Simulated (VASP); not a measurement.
Mg3S2: single point with PBE

Crystal: Mg3S2.

```
Mg S
1.0
     3.63995   -0.00562   -0.18996
    -1.82800    3.14725   -0.17985
    -0.90390   -1.50346   17.63911
Mg S
6 4
Direct
  0.23008 0.40712 0.82368
  0.42258 0.24929 0.32396
  0.90512 0.41569 0.17593
  0.44090 0.92453 0.67616
  0.06589 0.91259 0.00033
  0.93514 0.08916 0.50052
  0.64555 0.16078 0.91222
  0.18185 0.67108 0.41204
  0.68868 0.50613 0.58750
  0.48421 0.66362 0.08766
```

| Property | Result |
| --- | --- |
| Program | VASP 6.6.1 |
| Task | single point |
| Functional | PBE |
| Potentials or basis | VASP PAW PBE potentials, release 64 (Mg, S) |
| Cutoff | 520 eV |
| k mesh | 6 × 6 × 1 |
| Occupations | gaussian, width 0.1 eV |
| Spin | no spin polarisation |

```json
{
 "Pressure": "-0.2 GPa",
 "Largest force": "0.015 eV/Å",
 "Band gap on the k mesh": "zero (bands 18 and 19 overlap by 0.25 eV)"
}
```

Forces on the atoms (eV/Å):
```
Mg  -0.012  0.006 -0.001
Mg   0.002 -0.003 -0.011
Mg   0.003  0.001  0.007
Mg   0.003  0.000  0.004
Mg   0.000 -0.001 -0.001
Mg   0.002 -0.001 -0.003
S    0.007 -0.008 -0.011
S   -0.003  0.002  0.000
S    0.000  0.004  0.010
S   -0.002  0.000  0.006
```

Levels at points of the mesh, in eV from the Fermi level:
| k point | band 14 | band 15 | band 16 | band 17 | band 18 | band 19 | band 20 | band 21 | band 22 | band 23 |
| --- | --- | --- | --- | --- | --- | --- | --- | --- | --- | --- |
| (0.00, 0.00, 0.00) | -2.04 | -2.04 | -2.03 | -2.03 | -1.52 | 1.22 | 2.63 | 2.93 | 2.96 | 3.78 |
| (0.50, 0.00, 0.00) | -3.32 | -2.82 | -2.81 | -0.66 | -0.62 | -0.13 | -0.08 | 1.95 | 1.96 | 2.67 |
| (0.00, 0.50, 0.00) | -3.32 | -2.82 | -2.82 | -0.75 | -0.69 | -0.05 | 0.04 | 1.92 | 1.96 | 2.62 |
| (0.50, 0.50, 0.00) | -3.32 | -2.82 | -2.81 | -0.98 | -0.59 | -0.08 | 0.38 | 1.55 | 1.92 | 2.53 |

Wall time 110 s on 1 thread of Intel(R) Xeon(R) Platinum 8375C CPU @ 2.90GHz (Ice Lake) (shared host), peak memory 0.35 GiB.

Caveat: the k points lie up to 0.36 Å⁻¹ apart; semilocal functionals underestimate gaps, so a narrow gap can read as zero.
